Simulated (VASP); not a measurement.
Write the native input for VASP 6.6.1 that does the following.

```yaml
Task: single point
Functional: PBE
Potentials_or_basis: VASP PAW PBE potentials, release 64 (Ta_pv, Si)
Cutoff: 520 eV
k_mesh: 9 × 9 × 6
Occupations: gaussian, width 0.15 eV
Spin: no spin polarisation
Dipole_correction: no
Further_INCAR_settings: ALGO = Fast; EDIFF = 1e-06; NBANDS = 38
```

The structure of TaSi2 lies in POSCAR:

```
TaSi2
1.0
    4.8060235202      0.0000000000      0.0000000000
   -2.4030117601      4.1621384597      0.0000000000
    0.0000000000      0.0000000000      6.5995345254
Ta Si
3 6
Direct
    0.3651691992      0.0000000000     -0.1309183241
    0.5000000000      0.5000000000      0.6666666667
    0.0000000000      0.5000000000      0.3333333333
    0.1589152396      0.3178304793      0.0000000000
    0.8410847604      0.1589152396      0.6666666667
    0.6821695207      0.8410847604      0.3333333333
    0.8410847604      0.6821695207      0.0000000000
    0.1589152396      0.8410847604      0.6666666667
    0.3178304793      0.1589152396      0.3333333333
```

This cell differs from its parent crystal: atom 1 (Ta) moved by -0.648 Å along [1 0 0] and -0.864 Å along [0 0 1].

One way to write it, as run:

INCAR

```
PREC     = Accurate       # precision mode
ENCUT    = 520            # plane-wave cutoff, eV
EDIFF    = 1E-6           # SCF threshold, eV
ISMEAR   = 0              # smearing method
SIGMA    = 0.15           # smearing width, eV
LREAL    = False          # projectors in reciprocal space
LASPH    = True           # aspherical terms in the spheres
NELM     = 100            # most SCF steps
ALGO     = Fast           # electronic algorithm
ISIF     = 2              # what is computed and relaxed
LWAVE    = False          # write WAVECAR
LCHARG   = False          # write CHGCAR
GGA      = PE             # functional
NBANDS   = 38             # bands
```

KPOINTS

```
Automatic mesh
0
Gamma
  9 9 6
```

Potentials or basis: VASP PAW PBE potentials, release 64 (Ta_pv, Si).

Run with:

```sh
$ cat potpaw_PBE.64/Ta_pv/POTCAR potpaw_PBE.64/Si/POTCAR > POTCAR
$ mpirun -np 1 vasp_std > vasp.out
```

It gave:

The pressure is 39.7 GPa. The largest force is 48.363 eV/Å and the band gap on the k mesh is zero (an odd number of electrons rules out a gap without spin polarisation).

Caveat: the cell differs from its parent crystal (atom 1 (Ta) moved by -0.648 Å along [1 0 0] and -0.864 Å along [0 0 1]); atoms lie so close that the PAW spheres overlap strongly, which falsifies energies and pressures; the cell stands under pressure; spin-orbit coupling is left out, which moves the levels of the heavy elements; forces of over 1 eV/Å act on the atoms, so gaps and moduli don't describe the material at rest.

Run time: 28 min on 1 thread of Oxide Virtual Turin-like Processor (shared host), peak memory 0.89 GiB.
